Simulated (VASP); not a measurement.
# CsH (Fm-3m) in VASP: notebook

The runs below take CsH through single point, with LDA.

All numbers are computed with VASP 6.6.1; they aren't measurements. Logs are shortened: lines on timing, memory, paths and dates and some standing lists are left out, and cuts for length are marked.

## Step 1: The cell of the first run

The structure is cubic, space group Fm-3m (No. 225). Conventional cell: a = 5.736 Å, b = 5.736 Å, c = 5.736 Å, α = 90.00°, β = 90.00°, γ = 90.00°. Cs (site symmetry m-3m) has 6 H at 2.87 Å within 3.8 Å. Within 3.8 Å of H (site symmetry m-3m) lie 6 Cs at 2.87 Å.

## Step 2: Single point, LDA

The input, INCAR:

```
SYSTEM = CsH
ALGO = Normal
EDIFF = 1E-7
ENCUT = 520
ISIF = 2
ISMEAR = 0
LASPH = .True.
LCHARG = .False.
LREAL = .False.
LWAVE = .False.
NBANDS = 18
NELM = 60
PREC = Accurate
SIGMA = 0.02
```

The input, KPOINTS:

```
k-points
0
Gamma
  6 6 6
  0 0 0
```

The input, POSCAR:

```
CsH
1.0
    2.8680511371      2.8680511371      0.0000000000
   -2.8680511371      2.8680511371      0.0000000000
    0.0000000000      0.0000000000      5.7361022743
Cs H
2 2
Direct
    0.0000000000      0.0000000000      0.0000000000
    0.5000000000      0.5000000000      0.5000000000
    0.5000000000      0.5000000000      0.0000000000
    0.0000000000      0.0000000000      0.5000000000
```

Potentials or basis: VASP PAW LDA potentials, release 64 (Cs_sv, H).

On the command line:

```console
$ cat potpaw_LDA.64/Cs_sv/POTCAR potpaw_LDA.64/H/POTCAR > POTCAR
$ mpirun -np 1 vasp_std > vasp.out
```

OUTCAR:

```text
SYSTEM = CsH
   EDIFF = 1E-7
   ENCUT = 520
   ISIF = 2
   ISMEAR = 0
   LASPH = .True.
   LREAL = .False.
   NELM = 60
   PREC = Accurate

 ion  position               nearest neighbor table
   1  0.000  0.000  0.000-
   2  0.500  0.500  0.500-
   3  0.500  0.500  0.000-
   4  0.000  0.000  0.500-

  LATTYP: Found a simple tetragonal cell.
 ALAT       =     4.0560368157
 C/A-ratio  =     1.4142135624

  Lattice vectors:

 A1 = (   2.8680511371,   2.8680511371,   0.0000000000)
 A2 = (  -2.8680511371,   2.8680511371,   0.0000000000)
 A3 = (   0.0000000000,   0.0000000000,   5.7361022743)

Analysis of symmetry for initial positions (statically):
=====================================================================
 Subroutine PRICEL returns following result:

  LATTYP: Found a face centered cubic cell.
 ALAT       =     5.7361022743

  Lattice vectors:

 A1 = (   0.0000000000,  -2.8680511371,  -2.8680511371)
 A2 = (   2.8680511371,   0.0000000000,  -2.8680511371)
 A3 = (   2.8680511371,  -2.8680511371,   0.0000000000)

   2 primitive cells build up your supercell.

 Routine SETGRP: Setting up the symmetry group for a
 simple tetragonal supercell.

 Subroutine GETGRP returns: Found 16 space group operations
 (whereof 16 operations were pure point group operations)
 out of a pool of 16 trial point group operations.

The static configuration has the point symmetry D_4h.

Analysis of symmetry for dynamics (positions and initial velocities):
=====================================================================
 Subroutine PRICEL returns following result:

  LATTYP: Found a face centered cubic cell.
 ALAT       =     5.7361022743

  Lattice vectors:

 A1 = (   0.0000000000,  -2.8680511371,  -2.8680511371)
 A2 = (   2.8680511371,   0.0000000000,  -2.8680511371)
 A3 = (   2.8680511371,  -2.8680511371,   0.0000000000)

   2 primitive cells build up your supercell.

 Routine SETGRP: Setting up the symmetry group for a
 simple tetragonal supercell.

 Subroutine GETGRP returns: Found 16 space group operations
 (whereof 16 operations were pure point group operations)
 out of a pool of 16 trial point group operations.

The dynamic configuration has the point symmetry D_4h.

 Subroutine INISYM returns: Found 16 space group operations
 (whereof 16 operations are pure point group operations),
 and found     2 'primitive' translations

----------------------------------------------------------------------------------------

                                     Primitive cell

  volume of cell :      47.1836

  direct lattice vectors                    reciprocal lattice vectors
     0.000000000 -2.868051137 -2.868051137    -0.174334409 -0.174334409 -0.174334409
     2.868051137  0.000000000 -2.868051137     0.174334409  0.174334409 -0.174334409
     2.868051137 -2.868051137  0.000000000     0.174334409 -0.174334409  0.174334409

  length of vectors
     4.056036816  4.056036816  4.056036816     0.301956054  0.301956054  0.301956054

  position of ions in fractional coordinates (direct lattice)
     0.000000000  0.000000000  0.000000000
     0.500000000  0.500000000  0.500000000

  ion indices of the primitive-cell ions
   primitive index   ion index
                 1           1
                 2           4

----------------------------------------------------------------------------------------

 KPOINTS: k-points

Automatic generation of k-mesh.
 Grid dimensions read from file:
 generate k-points for:    6    6    6

 Generating k-lattice:

  Cartesian coordinates                     Fractional coordinates (reciprocal lattice)
     0.029055735  0.029055735  0.000000000     0.166666667  0.000000000  0.000000000
    -0.029055735  0.029055735  0.000000000     0.000000000  0.166666667  0.000000000
     0.000000000  0.000000000  0.029055735     0.000000000  0.000000000  0.166666667

  Length of vectors
     0.041091014  0.041091014  0.029055735

  Shift w.r.t. Gamma in fractional coordinates (k-lattice)
     0.000000000  0.000000000  0.000000000

 Subroutine IBZKPT returns following result:
 ===========================================

 Found     40 irreducible k-points:

 Following reciprocal coordinates:
            Coordinates               Weight
  0.000000  0.000000  0.000000      1.000000
  0.166667  0.000000  0.000000      4.000000
  0.333333  0.000000  0.000000      4.000000
  0.500000  0.000000  0.000000      2.000000
  0.166667  0.166667  0.000000      4.000000
  0.333333  0.166667  0.000000      8.000000
[... 16 lines left out ...]
  0.333333  0.000000  0.333333      8.000000
  0.500000  0.000000  0.333333      4.000000
 [... further k-points ...]
   k-points           NKPTS =     40   k-points in BZ     NKDIM =     40   number of bands    NBANDS=     18
   number of dos      NEDOS =    301   number of ions     NIONS =      4
   total plane-waves  NPLWV =  43200
   dimension x,y,z NGX =    30 NGY =   30 NGZ =   48
   dimension x,y,z NGXF=    60 NGYF=   60 NGZF=   96
   ions per type =               2   2
   NGX,Y,Z   is equivalent  to a cutoff of  12.30, 12.30, 13.91 a.u.
   NGXF,Y,Z  is equivalent  to a cutoff of  24.59, 24.59, 27.82 a.u.
 SYSTEM =  CsH
   PREC   = accura    normal or accurate (medium, high low for compatibility)
   ISTART =      0    job   : 0-new  1-cont  2-samecut
   ICHARG =      2    charge: 1-file 2-atom 10-const
   ISPIN  =      1    spin polarized calculation?
   LNONCOLLINEAR =      F non collinear calculations
   LSORBIT =      F    spin-orbit coupling
   LASPH  =      T    aspherical Exc in radial PAW
   ENCUT  =  520.0 eV  38.22 Ry    6.18 a.u.   7.54  7.54 10.67*2*pi/ulx,y,z
   NELM   =     60;   NELMIN=  2; NELMDL= -5     # of ELM steps
   EDIFF  = 0.1E-06   stopping-criterion for ELM
   LREAL  =      F    real-space projection
   EDIFFG = 0.1E-05   stopping-criterion for IOM
   NSW    =      0    number of steps for IOM
   IBRION =     -1    ionic relax: 0-MD 1-quasi-New 2-CG
   NFREE  =      0    steps in history (QN), initial steepest desc. (CG)
   ISIF   =      2    stress and relaxation
   ISYM   =      2    0-nonsym 1-usesym 2-fastsym
   POTIM  = 0.5000    time-step for ionic-motion
   TEBEG  =    0.0;   TEEND  =   0.0 temperature during run
   PSTRESS=    0.0 pullay stress
   NELECT =      20.0000    total number of electrons
   NUPDOWN=      -1.0000    fix difference up-down
   EMIN   =  10.00;   EMAX   =-10.00  energy-range for DOS
   EFERMI =   0.00;   METHOD = LEGACY
   ISMEAR =     0;   SIGMA  =   0.02  broadening in eV -4-tet -1-fermi 0-gaus
   EFERMI_NEDOS =   21; number of points for ismear=-14 and -15
   IALGO  =     38    algorithm
   IMIX   =      4    mixing-type and parameters
     AMIX     =   0.40;   BMIX     =  1.00
     AMIX_MAG =   1.60;   BMIX_MAG =  1.00
  volume/ion in A,a.u.               =      23.59       159.21
  Fermi-wavevector in a.u.,A,eV,Ry     =   0.976063  1.844492 12.962262  0.952699
  Thomas-Fermi vector in A             =   2.106652
   LORBIT       =      0    0 simple, 1 ext, 2 COOP (PROOUT), +10 PAW based schemes
   GGA     = CA    functional components
   LHFCALC =     F    Hartree Fock is set to
   AEXX    =    0.0000 exact exchange contribution
   IVDW    =     0    specifies the selected vdW correction
   LEPSILON=     F    determine dielectric tensor
   LRPA    =     F    only Hartree local field effects (RPA)
 non-spin polarized calculation
 Gauss-broadening in eV      SIGMA  =   0.02
  energy-cutoff  :      520.00
  volume of cell :       94.37
 maximum number of plane-waves:      2571
   NGX = 15   NGY = 15   NGZ = 21

 number of electron      20.0000001 magnetization

 Free energy of the ion-electron system (eV)
  ---------------------------------------------------
  ext. energy  EPLUGINS =         0.00000000
  ---------------------------------------------------
  free energy    TOTEN  =        -9.67034080 eV

  energy without entropy =       -9.67034080  energy(sigma->0) =       -9.67034080

 E-fermi :   2.0983     XC(G=0):  -8.7419

 val. band max:        1.9825289053   @ k =   0.5000   0.0000   0.5000
 cond. band min:       3.3124814012   @ k =   0.5000   0.0000   0.5000
 fundamental gap:      1.3299524959
 Fermi energy:         2.0982998720

 k-point     1 :       0.0000    0.0000    0.0000
  band No.  band energies     occupation
      1     -19.9651      2.00000
      2     -19.6093      2.00000
      3      -7.5560      2.00000
      4      -6.5179      2.00000
      5      -6.5179      2.00000
      6      -5.8740      2.00000
[... 10 lines left out ...]
     17       9.2332      0.00000
     18       9.2332      0.00000

 k-point     2 :       0.1667    0.0000    0.0000
  band No.  band energies     occupation
      1     -19.9204      2.00000
      2     -19.6097      2.00000
      3      -7.4386      2.00000
      4      -6.8045      2.00000
      5      -6.4523      2.00000
      6      -6.2816      2.00000
[... 10 lines left out ...]
     17       8.2984      0.00000
     18       9.2461      0.00000

 k-point     3 :       0.3333    0.0000    0.0000
  band No.  band energies     occupation
      1     -19.8114      2.00000
      2     -19.6290      2.00000
      3      -7.2637      2.00000
      4      -7.1164      2.00000
      5      -6.9846      2.00000
      6      -6.2857      2.00000
[... 10 lines left out ...]
     17       7.7906      0.00000
     18       9.5775      0.00000

 k-point     4 :       0.5000    0.0000    0.0000
  band No.  band energies     occupation
      1     -19.6974      2.00000
      2     -19.6974      2.00000
      3      -7.3770      2.00000
      4      -7.3770      2.00000
      5      -6.6788      2.00000
      6      -6.6788      2.00000
[... 375 lines left out ...]
      4      -6.8558      2.00000
      5      -6.4599      2.00000
      6      -6.3193      2.00000
[... 10 lines left out ...]
     17       8.1662      0.00000
     18       8.7353      0.00000

 k-point    23 :       0.3333    0.0000    0.3333
  band No.  band energies     occupation
      1     -19.7647      2.00000
      2     -19.6734      2.00000
      3      -7.6717      2.00000
      4      -7.4636      2.00000
      5      -6.4069      2.00000
      6      -6.2029      2.00000
[... 10 lines left out ...]
     17       8.7143      0.00000
     18       9.1549      0.00000

 k-point    24 :       0.5000    0.0000    0.3333
  band No.  band energies     occupation
      1     -19.6949      2.00000
      2     -19.6949      2.00000
      3      -7.7851      2.00000
      4      -7.7851      2.00000
      5      -6.2010      2.00000
      6      -6.2010      2.00000
[... 10 lines left out ...]
     17       9.6454      0.00000
     18       9.6454      0.00000

 [... further k-points ...]
[... 5 lines left out ...]
  --------------------------------------------------------------------------------------
  -------------------------------------------------------------------------------------
  Total        1.9124549      1.9124549      1.9122292      0.0000000      0.0000000      0.0000000
  in kB       32.4699129     32.4699129     32.4660802      0.0000000      0.0000000      0.0000000
  external PRESSURE =      32.4686353 kB  Pullay stress =       0.0000000 kB

 VOLUME and BASIS-vectors are now :
 -----------------------------------------------------------------------------
  energy-cutoff  :      520.00
  volume of cell :       94.37
      direct lattice vectors                 reciprocal lattice vectors
     2.868051137  2.868051137  0.000000000     0.174334409  0.174334409  0.000000000
    -2.868051137  2.868051137  0.000000000    -0.174334409  0.174334409  0.000000000
     0.000000000  0.000000000  5.736102274     0.000000000  0.000000000  0.174334409

 POSITION                                       TOTAL-FORCE (eV/Angst)
 -----------------------------------------------------------------------------------
      0.00000      0.00000      0.00000        -0.000000     -0.000000     -0.000000
      0.00000      2.86805      2.86805         0.000000      0.000000      0.000000
      0.00000      2.86805      0.00000        -0.000000     -0.000000     -0.000000
      0.00000      0.00000      2.86805        -0.000000      0.000000     -0.000000
 -----------------------------------------------------------------------------------
    total drift:                               -0.000000      0.000000     -0.000000

  FREE ENERGIE OF THE ION-ELECTRON SYSTEM (eV)
  ---------------------------------------------------
  free  energy   TOTEN  =        -9.6703407979 eV

  energy  without entropy=       -9.6703407979  energy(sigma->0) =       -9.67034080
```

Wall time 41 s (1 thread of Intel Xeon Platinum 8488C (Sapphire Rapids), shared host); peak memory 0.2 GiB.

Results:

| Item | Value |
| --- | --- |
| Free energy | -9.6703 eV |
| Pressure | 3.2 GPa |
| Band gap on the k mesh | 1.33 eV |

Levels at points of the mesh, in eV from the valence-band top:
| k point | band 7 | band 8 | band 9 | band 10 | band 11 | band 12 | band 13 | band 14 |
| --- | --- | --- | --- | --- | --- | --- | --- | --- |
| (0.00, 0.00, 0.00) | -7.86 | -7.86 | -2.62 | -2.42 | 1.90 | 4.74 | 4.74 | 4.74 |
| (0.50, 0.00, 0.00) | -8.08 | -8.08 | -0.75 | -0.75 | 2.69 | 2.69 | 3.74 | 3.74 |
| (0.50, 0.50, 0.00) | -8.50 | -8.50 | -2.42 | -2.42 | 1.90 | 1.90 | 6.72 | 6.72 |
| (0.00, 0.00, 0.50) | -8.19 | -8.19 | -1.59 | -1.59 | 2.90 | 2.90 | 4.30 | 4.30 |
| (0.50, 0.00, 0.50) | -8.07 | -8.07 | 0.00 | 0.00 | 1.33 | 1.33 | 4.18 | 4.18 |
| (0.50, 0.50, 0.50) | -8.67 | -8.67 | -1.52 | -1.52 | 3.87 | 3.87 | 3.87 | 3.87 |

Caveat: spin-orbit coupling is left out, which moves the levels of the heavy elements. Expect the measured gap to be larger: semilocal functionals such as LDA lack the derivative discontinuity.

## Step 3: Single point, LDA (equal strain along all axes, cell held: -4.0 %)

The input, INCAR:

```
SYSTEM = CsH
ALGO = Normal ; EDIFF = 1E-6
ENCUT = 520 ; GGA = CA
ISIF = 2 ; ISMEAR = 0
LASPH = .True. ; LCHARG = .True.
LELF = .True. ; LREAL = .False.
LVHAR = .True. ; LWAVE = .False.
NBANDS = 18 ; NELM = 100
PREC = Accurate ; SIGMA = 0.02
```

KPOINTS is that of step 2.

The input, POSCAR:

```
CsH
1.0
    2.9290735018      2.9290735018      0.0000000000
   -2.9290735018      2.9290735018      0.0000000000
    0.0000000000      0.0000000000      5.8581470035
Cs H
2 2
Direct
    0.0000000000      0.0000000000      0.0000000000
    0.5000000000      0.5000000000      0.5000000000
    0.5000000000      0.5000000000      0.0000000000
    0.0000000000      0.0000000000      0.5000000000
```

Potentials or basis: VASP PAW LDA potentials, release 64 (Cs_sv, H).

On the command line:

```console
$ cat potpaw_LDA.64/Cs_sv/POTCAR potpaw_LDA.64/H/POTCAR > POTCAR
$ mpirun -np 1 vasp_std > vasp.out
```

Run time: 36 s. Hardware: 1 thread of Intel Xeon Platinum 8488C (Sapphire Rapids), shared host; peak memory 0.21 GiB.

The run converged. Its results:

```
Free energy            : -9.7705 eV
Pressure               : 1.9 GPa
Band gap on the k mesh : 1.48 eV
```

Levels at points of the mesh, in eV from the valence-band top:
```csv
k point,band 8,band 9,band 10,band 11,band 12,band 13
"(0.00, 0.00, 0.00)",-7.85,-2.47,-2.13,2.14,4.82,4.82
"(0.50, 0.00, 0.00)",-8.04,-0.69,-0.69,2.76,2.76,3.78
"(0.50, 0.50, 0.00)",-8.40,-2.13,-2.13,2.14,2.14,6.39
"(0.00, 0.00, 0.50)",-8.13,-1.48,-1.48,3.08,3.08,4.25
"(0.50, 0.00, 0.50)",-8.03,0.00,0.00,1.48,1.48,4.29
"(0.50, 0.50, 0.50)",-8.53,-1.35,-1.35,3.89,3.89,3.89
```

Caveat: the cell differs from its parent crystal (equal strain along all axes, cell held: -4.0 %); spin-orbit coupling is left out, which moves the levels of the heavy elements. A k mesh can miss the band edges.
